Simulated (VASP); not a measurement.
C, 2 atoms in the cell. It takes space group Fd-3m (No. 227, cubic). Conventional cell: a = 3.560 Å, b = 3.560 Å, c = 3.560 Å, α = 90.00°, β = 90.00°, γ = 90.00°. C (site symmetry -43m) has 4 C at 1.54 Å within 2.1 Å. 

| Property | Result |
| --- | --- |
| Program | VASP 6.6.1 |
| Task | single point |
| Functional | r2SCAN |
| Potentials or basis | VASP PAW PBE potentials, release 64 (C_h) |
| Cutoff | 910 eV |
| k mesh | 12 × 12 × 12 |
| Occupations | gaussian, width 0.02 eV |
| Spin | no spin polarisation |
| Dipole correction | no |
| Further INCAR settings | ALGO = Normal; EDIFF = 1e-06; NBANDS = 11 |

Potentials or basis: VASP PAW PBE potentials, release 64 (C_h).

Run with:

```bash
$ cat potpaw_PBE.64/C_h/POTCAR > POTCAR
$ cp INCAR.step1 INCAR
$ mpirun -np 1 vasp_std > vasp.out
$ cp INCAR.step2 INCAR
$ mpirun -np 1 vasp_std > vasp.out
```

Hardware: 1 thread of AMD EPYC 9R45 96-Core Processor (Zen 5) (shared host).

Problem. Estimate the wall time of this run.

Solution. It took 54 s on 1 thread of AMD EPYC 9R45 96-Core Processor (Zen 5) (shared host), peak memory 0.13 GiB. Counts: k points 72.
